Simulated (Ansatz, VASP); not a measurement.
## Bi: VASP beside Ansatz

```xyz
1
Lattice="0.0000 2.4539 2.4539 2.4539 0.0000 2.4539 2.4539 2.4539 0.0000" Properties=species:S:1:pos:R:3 pbc="T T T"
Bi    0.0000    0.0000    0.0000
```

Alike in both runs: functional LDA; k mesh 14 × 14 × 14; occupations fermi-dirac, width 0.1 eV; no spin polarisation.

Ansatz relaxed the structure, and its values are those at the end. VASP's run is a single point on that final structure, the one shown.

|  | VASP | Ansatz |
| --- | --- | --- |
| version | VASP 6.6.1 | Ansatz 0.2.0 |
| potentials or method | VASP PAW LDA potentials, release 64 (Bi_d) | PAW with Ansatz's default frozen-core files, scalar-relativistic |
| plane-wave cutoff (eV) | 500 | 420 |
| valence electrons in the cell | 15 | 15 |

|  | VASP | Ansatz | Ansatz less VASP |
| --- | --- | --- | --- |
| pressure (GPa) | 0.1 | 0.0 | -0.15 |

LDA's correlation is that of Perdew and Zunger in VASP and of Perdew and Wang (1992) in Ansatz.

Spin-orbit coupling is off throughout.
